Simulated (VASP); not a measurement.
# Rb3Sn (Fm-3m) in VASP: a series of runs

The runs below take Rb3Sn through single point, relaxation of cell and atoms, with PBE.

Program: VASP 6.6.1. These are calculated values, not measurements. Logs are shortened: lines on timing, memory, paths and dates and some standing lists are left out, and cuts for length are marked.

### Step 1. The cell of the first run

Symmetry: Fm-3m, No. 225, cubic system. Conventional cell: a = 9.317 Å, b = 9.317 Å, c = 9.317 Å, α = 90.00°, β = 90.00°, γ = 90.00°. Rb (site symmetry -43m) has 10 Rb at 4.03 to 4.66 Å and 4 Sn at 4.03 Å within 5.3 Å. Within 5.3 Å of Rb (site symmetry m-3m) lie 8 Rb at 4.03 Å and 6 Sn at 4.66 Å. Sn (site symmetry m-3m) has 14 Rb at 4.03 to 4.66 Å within 5.3 Å.

### Step 2. Single point, PBE

File INCAR:

```
PREC = Accurate
ENCUT = 520
EDIFF = 1E-6
ISMEAR = 0
SIGMA = 0.1
LREAL = F
LASPH = T
NELM = 80
ALGO = Fast
ISIF = 2
LWAVE = F
LCHARG = F
GGA = PE
NBANDS = 28
```

File KPOINTS:

```
Automatic mesh
0
Gamma
  10 10 10
```

File POSCAR:

```
Rb3Sn
1.0
    0.0000000000      4.6585840000      4.6585840000
    4.6585840000      0.0000000000      4.6585840000
    4.6585840000      4.6585840000      0.0000000000
Rb Sn
3 1
Direct
    0.2500000000      0.2500000000      0.2500000000
    0.7500000000      0.7500000000      0.7500000000
    0.5000000000      0.5000000000      0.5000000000
    0.0000000000      0.0000000000      0.0000000000
```

Potentials or basis: VASP PAW PBE potentials, release 64 (Rb_sv, Sn_d).

Command:

```bash
$ cat potpaw_PBE.64/Rb_sv/POTCAR potpaw_PBE.64/Sn_d/POTCAR > POTCAR
$ mpirun -np 1 vasp_std > vasp.out
```

OUTCAR:

```text
PREC = Accurate
   ENCUT = 520
   EDIFF = 1E-6
   ISMEAR = 0
   LREAL = F
   LASPH = T
   NELM = 80
   ISIF = 2
   GGA = PE

 ion  position               nearest neighbor table
   1  0.250  0.250  0.250-   4 4.03   4 4.03   4 4.03   3 4.03   4 4.03   3 4.03   3 4.03   3 4.03
                             2 4.66   2 4.66   2 4.66   2 4.66   2 4.66   2 4.66
   2  0.750  0.750  0.750-   3 4.03   3 4.03   3 4.03   3 4.03   4 4.03   4 4.03   4 4.03   4 4.03
                             1 4.66   1 4.66   1 4.66   1 4.66   1 4.66   1 4.66
   3  0.500  0.500  0.500-   1 4.03   1 4.03   1 4.03   1 4.03   2 4.03   2 4.03   2 4.03   2 4.03
                             4 4.66   4 4.66   4 4.66   4 4.66   4 4.66   4 4.66
   4  0.000  0.000  0.000-   2 4.03   2 4.03   2 4.03   1 4.03   2 4.03   1 4.03   1 4.03   1 4.03
                             3 4.66   3 4.66   3 4.66   3 4.66   3 4.66   3 4.66

  LATTYP: Found a face centered cubic cell.
 ALAT       =     9.3171680000

  Lattice vectors:

 A1 = (   0.0000000000,   4.6585840000,   4.6585840000)
 A2 = (   4.6585840000,   0.0000000000,   4.6585840000)
 A3 = (   4.6585840000,   4.6585840000,   0.0000000000)

Analysis of symmetry for initial positions (statically):
=====================================================================
 Subroutine PRICEL returns:
 Original cell was already a primitive cell.

 Routine SETGRP: Setting up the symmetry group for a
 face centered cubic supercell.

 Subroutine GETGRP returns: Found 48 space group operations
 (whereof 48 operations were pure point group operations)
 out of a pool of 48 trial point group operations.

The static configuration has the point symmetry O_h .

Analysis of symmetry for dynamics (positions and initial velocities):
=====================================================================
 Subroutine PRICEL returns:
 Original cell was already a primitive cell.

 Routine SETGRP: Setting up the symmetry group for a
 face centered cubic supercell.

 Subroutine GETGRP returns: Found 48 space group operations
 (whereof 48 operations were pure point group operations)
 out of a pool of 48 trial point group operations.

The dynamic configuration has the point symmetry O_h .

 Subroutine INISYM returns: Found 48 space group operations
 (whereof 48 operations are pure point group operations),
 and found     1 'primitive' translations

----------------------------------------------------------------------------------------

                                     Primitive cell

  volume of cell :     202.2050

  direct lattice vectors                    reciprocal lattice vectors
     0.000000000  4.658584000  4.658584000    -0.107328751  0.107328751  0.107328751
     4.658584000  0.000000000  4.658584000     0.107328751 -0.107328751  0.107328751
     4.658584000  4.658584000  0.000000000     0.107328751  0.107328751 -0.107328751

  length of vectors
     6.588232674  6.588232674  6.588232674     0.185898849  0.185898849  0.185898849

  position of ions in fractional coordinates (direct lattice)
     0.250000000  0.250000000  0.250000000
     0.750000000  0.750000000  0.750000000
     0.500000000  0.500000000  0.500000000
     0.000000000  0.000000000  0.000000000

  ion indices of the primitive-cell ions
   primitive index   ion index
                 1           1
                 2           2
                 3           3
                 4           4

----------------------------------------------------------------------------------------

 KPOINTS: Automatic mesh

Automatic generation of k-mesh.
 Grid dimensions read from file:
 generate k-points for:   10   10   10

 Generating k-lattice:

  Cartesian coordinates                     Fractional coordinates (reciprocal lattice)
    -0.010732875  0.010732875  0.010732875     0.100000000  0.000000000  0.000000000
     0.010732875 -0.010732875  0.010732875     0.000000000  0.100000000  0.000000000
     0.010732875  0.010732875 -0.010732875     0.000000000  0.000000000  0.100000000

  Length of vectors
     0.018589885  0.018589885  0.018589885

  Shift w.r.t. Gamma in fractional coordinates (k-lattice)
     0.000000000  0.000000000  0.000000000

 Subroutine IBZKPT returns following result:
 ===========================================

 Found     47 irreducible k-points:

 Following reciprocal coordinates:
            Coordinates               Weight
  0.000000  0.000000  0.000000      1.000000
  0.100000  0.000000  0.000000      8.000000
  0.200000  0.000000  0.000000      8.000000
  0.300000  0.000000  0.000000      8.000000
  0.400000  0.000000  0.000000      8.000000
  0.500000  0.000000  0.000000      4.000000
[... 16 lines left out ...]
  0.300000  0.300000  0.000000      6.000000
  0.400000  0.300000  0.000000     24.000000
 [... further k-points ...]
   k-points           NKPTS =     47   k-points in BZ     NKDIM =     47   number of bands    NBANDS=     28
   number of dos      NEDOS =    301   number of ions     NIONS =      4
   total plane-waves  NPLWV = 125000
   dimension x,y,z NGX =    50 NGY =   50 NGZ =   50
   dimension x,y,z NGXF=   100 NGYF=  100 NGZF=  100
   ions per type =               3   1
   NGX,Y,Z   is equivalent  to a cutoff of  12.62, 12.62, 12.62 a.u.
   NGXF,Y,Z  is equivalent  to a cutoff of  25.23, 25.23, 25.23 a.u.
 SYSTEM =  unknown system
   PREC   = accura    normal or accurate (medium, high low for compatibility)
   ISTART =      0    job   : 0-new  1-cont  2-samecut
   ICHARG =      2    charge: 1-file 2-atom 10-const
   ISPIN  =      1    spin polarized calculation?
   LNONCOLLINEAR =      F non collinear calculations
   LSORBIT =      F    spin-orbit coupling
   LASPH  =      T    aspherical Exc in radial PAW
   ENCUT  =  520.0 eV  38.22 Ry    6.18 a.u.  12.25 12.25 12.25*2*pi/ulx,y,z
   NELM   =     80;   NELMIN=  2; NELMDL= -5     # of ELM steps
   EDIFF  = 0.1E-05   stopping-criterion for ELM
   LREAL  =      F    real-space projection
   EDIFFG = 0.1E-04   stopping-criterion for IOM
   NSW    =      0    number of steps for IOM
   IBRION =     -1    ionic relax: 0-MD 1-quasi-New 2-CG
   NFREE  =      0    steps in history (QN), initial steepest desc. (CG)
   ISIF   =      2    stress and relaxation
   ISYM   =      2    0-nonsym 1-usesym 2-fastsym
   POTIM  = 0.5000    time-step for ionic-motion
   TEBEG  =    0.0;   TEEND  =   0.0 temperature during run
   PSTRESS=    0.0 pullay stress
   NELECT =      41.0000    total number of electrons
   NUPDOWN=      -1.0000    fix difference up-down
   EMIN   =  10.00;   EMAX   =-10.00  energy-range for DOS
   EFERMI =   0.00;   METHOD = LEGACY
   ISMEAR =     0;   SIGMA  =   0.10  broadening in eV -4-tet -1-fermi 0-gaus
   EFERMI_NEDOS =   21; number of points for ismear=-14 and -15
   IALGO  =     68    algorithm
   IMIX   =      4    mixing-type and parameters
     AMIX     =   0.40;   BMIX     =  1.00
     AMIX_MAG =   1.60;   BMIX_MAG =  1.00
  volume/ion in A,a.u.               =      50.55       341.14
  Fermi-wavevector in a.u.,A,eV,Ry     =   0.961772  1.817486 12.585466  0.925006
  Thomas-Fermi vector in A             =   2.091173
   LORBIT       =      0    0 simple, 1 ext, 2 COOP (PROOUT), +10 PAW based schemes
   GGA     = PE    functional components
   LHFCALC =     F    Hartree Fock is set to
   AEXX    =    0.0000 exact exchange contribution
   IVDW    =     0    specifies the selected vdW correction
   LEPSILON=     F    determine dielectric tensor
   LRPA    =     F    only Hartree local field effects (RPA)
 non-spin polarized calculation
 RMM-DIIS sequential band-by-band and
 Gauss-broadening in eV      SIGMA  =   0.10
  energy-cutoff  :      520.00
  volume of cell :      202.20
 maximum number of plane-waves:      5577
 NGX is ok and might be reduce to    50
   NGX = 25   NGY = 25   NGZ = 25

 number of electron      41.0000009 magnetization

 Free energy of the ion-electron system (eV)
  ---------------------------------------------------
  ext. energy  EPLUGINS =         0.00000000
  ---------------------------------------------------
  free energy    TOTEN  =        -6.60306661 eV

  energy without entropy =       -6.54101478  energy(sigma->0) =       -6.57204070

 E-fermi :   1.3582     XC(G=0):  -7.1667

 val. band max:        1.3572217589   @ k =  -0.4000   0.3000   0.0000
 cond. band min:       1.3582728890   @ k =   0.2000   0.1000   0.0000
 fundamental gap:      0.0010511301
 Fermi energy:         1.3582336047

 k-point     1 :       0.0000    0.0000    0.0000
  band No.  band energies     occupation
      1     -27.3496      2.00000
      2     -26.5927      2.00000
      3     -26.5818      2.00000
      4     -19.1016      2.00000
      5     -19.1016      2.00000
      6     -19.1016      2.00000
[... 20 lines left out ...]
     27       4.3153      0.00000
     28       5.9847      0.00000

 k-point     2 :       0.1000    0.0000    0.0000
  band No.  band energies     occupation
      1     -27.3495      2.00000
      2     -26.5925      2.00000
      3     -26.5821      2.00000
      4     -19.1016      2.00000
      5     -19.1016      2.00000
      6     -19.1016      2.00000
[... 20 lines left out ...]
     27       4.3234      0.00000
     28       5.7641      0.00000

 k-point     3 :       0.2000    0.0000    0.0000
  band No.  band energies     occupation
      1     -27.3492      2.00000
      2     -26.5919      2.00000
      3     -26.5830      2.00000
      4     -19.1015      2.00000
      5     -19.1015      2.00000
      6     -19.1015      2.00000
[... 20 lines left out ...]
     27       4.3520      0.00000
     28       5.2025      0.00000

 k-point     4 :       0.3000    0.0000    0.0000
  band No.  band energies     occupation
      1     -27.3489      2.00000
      2     -26.5909      2.00000
      3     -26.5843      2.00000
      4     -19.1015      2.00000
      5     -19.1015      2.00000
      6     -19.1014      2.00000
[... 578 lines left out ...]
     27       4.6680      0.00000
     28       4.8503      0.00000

 k-point    23 :       0.3000    0.3000    0.0000
  band No.  band energies     occupation
      1     -27.3486      2.00000
      2     -26.5910      2.00000
      3     -26.5845      2.00000
      4     -19.1015      2.00000
      5     -19.1015      2.00000
      6     -19.1014      2.00000
[... 20 lines left out ...]
     27       4.7067      0.00000
     28       5.6320      0.00000

 k-point    24 :       0.4000    0.3000    0.0000
  band No.  band energies     occupation
      1     -27.3484      2.00000
      2     -26.5904      2.00000
      3     -26.5852      2.00000
      4     -19.1015      2.00000
      5     -19.1015      2.00000
      6     -19.1014      2.00000
[... 20 lines left out ...]
     27       4.8675      0.00000
     28       5.5126      0.00000

 [... further k-points ...]
[... 5 lines left out ...]
  --------------------------------------------------------------------------------------
  -------------------------------------------------------------------------------------
  Total        0.0310791      0.0310791      0.0310791     -0.0000000      0.0000000      0.0000000
  in kB        0.2462562      0.2462562      0.2462562     -0.0000000      0.0000000      0.0000000
  external PRESSURE =       0.2462562 kB  Pullay stress =       0.0000000 kB

 VOLUME and BASIS-vectors are now :
 -----------------------------------------------------------------------------
  energy-cutoff  :      520.00
  volume of cell :      202.20
      direct lattice vectors                 reciprocal lattice vectors
     0.000000000  4.658584000  4.658584000    -0.107328751  0.107328751  0.107328751
     4.658584000  0.000000000  4.658584000     0.107328751 -0.107328751  0.107328751
     4.658584000  4.658584000  0.000000000     0.107328751  0.107328751 -0.107328751

 POSITION                                       TOTAL-FORCE (eV/Angst)
 -----------------------------------------------------------------------------------
      2.32929      2.32929      2.32929        -0.000000     -0.000000     -0.000000
      6.98788      6.98788      6.98788         0.000000      0.000000      0.000000
      4.65858      4.65858      4.65858         0.000000      0.000000      0.000000
      0.00000      0.00000      0.00000         0.000000      0.000000      0.000000
 -----------------------------------------------------------------------------------
    total drift:                               -0.000000     -0.000000     -0.000000

  FREE ENERGIE OF THE ION-ELECTRON SYSTEM (eV)
  ---------------------------------------------------
  free  energy   TOTEN  =        -6.6030666100 eV

  energy  without entropy=       -6.5410147813  energy(sigma->0) =       -6.57204070
```

Wall time 8.5 min (1 thread of Intel Xeon Platinum 8259CL at 2.50GHz (Skylake/Cascade Lake), shared host); peak memory 0.49 GiB.

What came out:

| Quantity | Value |
| --- | --- |
| Free energy | -6.6031 eV |
| Pressure | 0.0 GPa |
| Band gap on the k mesh | zero (an odd number of electrons rules out a gap without spin polarisation) |

Caveat: spin-orbit coupling is left out, which moves the levels of the heavy elements.

### Step 3. Relaxation of cell and atoms, PBE

File INCAR:

```
  PREC = Accurate
  ENCUT = 600
  EDIFF = 1E-6
  ISMEAR = 0
  SIGMA = 0.1
  LREAL = F
  LASPH = T
  NELM = 100
  ALGO = Fast
  ISIF = 3
  LWAVE = F
  LCHARG = F
  GGA = PE
  IBRION = 2
  NSW = 100
  EDIFFG = -0.01
```

KPOINTS is that of step 2.

POSCAR is that of step 2.

Potentials or basis: VASP PAW PBE potentials, release 64 (Rb_sv, Sn_d).

Command:

```bash
$ cat potpaw_PBE.64/Rb_sv/POTCAR potpaw_PBE.64/Sn_d/POTCAR > POTCAR
$ mpirun -np 1 vasp_std > vasp.out
```

It took 14 min on 1 thread of Intel Xeon 8259CL, shared host; peak memory 0.57 GiB.

It converged, with:

```yaml
Free_energy: -6.6031 eV
Pressure_after_relaxing: 0.0 GPa
Band_gap_on_the_k_mesh: zero (an odd number of electrons rules out a gap without spin polarisation)
```

Final structure:
```
CELL_PARAMETERS angstrom
0.00000 4.65858 4.65858
4.65858 0.00000 4.65858
4.65858 4.65858 0.00000
ATOMIC_POSITIONS crystal
Rb 0.25000 0.25000 0.25000
Rb 0.75000 0.75000 0.75000
Rb 0.50000 0.50000 0.50000
Sn 0.00000 0.00000 0.00000
```

Levels at points of the mesh, in eV from the Fermi level:
```csv
k point,band 18,band 19,band 20,band 21,band 22,band 23,band 24
"(0.00, 0.00, 0.00)",-6.02,0.03,0.03,0.03,0.08,1.96,1.96
"(0.50, 0.00, 0.00)",-5.84,-1.15,-0.06,-0.06,1.74,2.64,2.75
"(0.50, 0.50, 0.00)",-5.81,-0.98,0.08,0.08,0.90,1.29,3.35
```

Caveat: the relaxation stopped at its first step, so nothing moved; spin-orbit coupling is left out, which moves the levels of the heavy elements.
